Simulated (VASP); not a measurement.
Crystal: Si5Ge.

```
Si Ge
1.0
     4.69461    0.00000    0.00000
    -2.34731    4.06565    0.00000
     0.00000    0.00000    5.75729
Si Ge
5 1
Direct
  0.00000 0.00000 0.00000
  0.33333 0.66667 0.27534
  0.66667 0.33333 0.27534
  0.66667 0.33333 0.72466
  0.33333 0.66667 0.72466
  0.00000 0.00000 0.50000
```

The cell was generated, and may not be a known phase.

* Program: VASP 6.6.1
* Task: relaxation of cell and atoms
* Functional: PBE
* Potentials or basis: VASP PAW PBE potentials, release 64 (Si, Ge_d)
* Cutoff: 600 eV
* k mesh: 6 × 6 × 4
* Occupations: gaussian, width 0.1 eV
* Spin: no spin polarisation

At the start: pressure -8.4 GPa; volume 18.31 Å³/atom.

Problem. How do energy, volume and symmetry change on relaxing?

Solution. Over 20 steps the energy falls by 122.1 meV/atom and the volume is 15.66 Å³/atom (-14.5 %); space group P6/mmm (No. 191, to 0.1 Å) before and after.

Step by step:
| step | energy change (eV) | largest force (eV/Å) | pressure (GPa) | volume (Å³) |
| --- | --- | --- | --- | --- |
| 1 | 0.0000 | 0.2096 | -8.37 | 109.89 |
| 2 | -0.4843 | 0.8287 | 0.38 | 95.33 |
| 3 | -0.4843 | 0.8324 | 0.49 | 95.26 |
| 4 | -0.5917 | 0.5160 | 0.73 | 93.81 |
| 5 | -0.6413 | 0.1314 | 1.95 | 91.78 |
| 6 | -0.6695 | 0.1315 | -0.84 | 94.61 |
| 7 | -0.6705 | 0.1284 | -0.52 | 94.18 |
| 8 | -0.6771 | 0.1637 | -0.26 | 93.90 |
| 9 | -0.6967 | 0.2255 | 0.58 | 93.08 |
| 10 | -0.6443 | 0.2191 | 2.99 | 91.44 |
| 11 | -0.6995 | 0.1793 | 0.87 | 92.83 |
| 12 | -0.7007 | 0.1693 | 0.90 | 92.80 |
| 13 | -0.7037 | 0.1363 | 1.00 | 92.74 |
| 14 | -0.7071 | 0.0614 | 1.20 | 92.61 |
| 15 | -0.7074 | 0.0256 | 1.31 | 92.56 |
| 16 | -0.7107 | 0.0236 | 1.17 | 92.65 |
| 17 | -0.7190 | 0.0219 | 0.89 | 92.94 |
| 18 | -0.7298 | 0.0253 | 0.36 | 93.52 |
| 19 | -0.7253 | 0.0192 | -0.56 | 94.67 |
| 20 | -0.7326 | 0.0160 | 0.01 | 93.95 |

Final structure:
```xyz
6
Lattice="4.5032 0.0000 0.0000 -2.2516 3.8999 0.0000 0.0000 0.0000 5.3495" Properties=species:S:1:pos:R:3 pbc="T T T"
Si    0.0000    0.0000    0.0000
Si    0.0000    2.5999    1.2627
Si    2.2516    1.3000    1.2627
Si    2.2516    1.3000    4.0868
Si    0.0000    2.5999    4.0868
Ge    0.0000    0.0000    2.6748
```

Caveat: the highest band is partly filled, so the run has too few bands.
